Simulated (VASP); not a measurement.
Input of a VASP 6.6.1 run:

Contents of INCAR:

```
ALGO = Normal ; EDIFF = 1E-8
ENCUT = 520 ; GGA = PS
IBRION = 8 ; ISIF = 2
ISMEAR = 0 ; LASPH = T
LCHARG = F ; LEPSILON = T
LREAL = F ; LWAVE = F
NBANDS = 16 ; NELM = 100
NSW = 1 ; PREC = Accurate
SIGMA = 0.01
```

File KPOINTS:

```
k-points
0
Gamma
  6 6 4
```

The input POSCAR:

```
Si
1.0
    3.8249232246      0.0000000000      0.0000000000
   -1.9124616123      3.3124806800      0.0000000000
    0.0000000000      0.0000000000      6.3234950923
Si
4
Direct
    0.3333333333      0.6666666667      0.0004883873
    0.6666666667      0.3333333333      0.5004883873
    0.3333333333      0.6666666667      0.3745116127
    0.6666666667      0.3333333333      0.8745116127
```

Potentials or basis: VASP PAW PBE potentials, release 64 (Si).

Command:

```console
$ cat potpaw_PBE.64/Si/POTCAR > POTCAR
$ mpirun -np 1 vasp_std > vasp.out
```

(1) Predict the electronic dielectric tensor (diagonal).

(2) What does it give for the Born charges (mean of the diagonal)?

(3) What does it give for the highest phonon frequency at Γ?

## Answers

(1) 16.07, 16.07, 13.77.

(2) Si +0.00 e.

(3) 507 cm⁻¹.
